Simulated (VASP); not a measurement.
Here is a VASP 6.6.1 calculation.

Contents of INCAR:

```
ALGO = Normal
EDIFF = 1E-6
ENCUT = 520
GGA = PE
ISIF = 2
ISMEAR = -1
LASPH = True
LCHARG = False
LREAL = False
LWAVE = False
NBANDS = 62
NELM = 100
PREC = Accurate
SIGMA = 0.02
```

The input KPOINTS:

```
k-points
0
Gamma
  6 6 4
```

POSCAR

```
HfSn3O8
1.0
    3.4301029042     -3.4186405124      0.0000000000
    3.4301029042      3.4186405124      0.0000000000
    0.0000000000      0.0000000000      6.4842719391
Sn O Hf
3 8 1
Direct
    0.5000000000      0.5000000000      0.0000000000
    0.0000000000      0.0000000000      0.7505107970
    0.0000000000      0.0000000000      0.2494892030
    0.1946959138      0.1946959138      0.0000000000
    0.8053040862      0.8053040862      0.0000000000
    0.6944173361      0.3055826639      0.7499215458
    0.3055826639      0.6944173361      0.7499215458
    0.1934201270      0.1934201270      0.5000000000
    0.8065798730      0.8065798730      0.5000000000
    0.6944173361      0.3055826639      0.2500784542
    0.3055826639      0.6944173361      0.2500784542
    0.5000000000      0.5000000000      0.5000000000
```

Potentials or basis: VASP PAW PBE potentials, release 64 (Sn_d, O, Hf_pv).

Run with:

```sh
$ cat potpaw_PBE.64/Sn_d/POTCAR potpaw_PBE.64/O/POTCAR potpaw_PBE.64/Hf_pv/POTCAR > POTCAR
$ mpirun -np 1 vasp_std > vasp.out
```

Task: Estimate the largest force.

Result: 0.191 eV/Å.

Task: Estimate the band gap on the k mesh.

Result: 1.63 eV, direct.

Task: Predict the pressure.

Result: -0.3 GPa.

Forces in eV/Å, atoms in the order of the input:
```
Sn   0.000  0.000  0.000
Sn   0.000  0.000 -0.010
Sn   0.000  0.000  0.010
O    0.011  0.000  0.000
O   -0.011  0.000  0.000
O    0.000  0.101 -0.136
O    0.000 -0.101 -0.136
O    0.191  0.000  0.000
O   -0.191  0.000  0.000
O    0.000  0.101  0.136
O    0.000 -0.101  0.136
Hf   0.000  0.000  0.000
```

Caveat: spin-orbit coupling is left out, which moves the levels of the heavy elements. A hybrid or GW would open this gap; PBE tends to underestimate it.
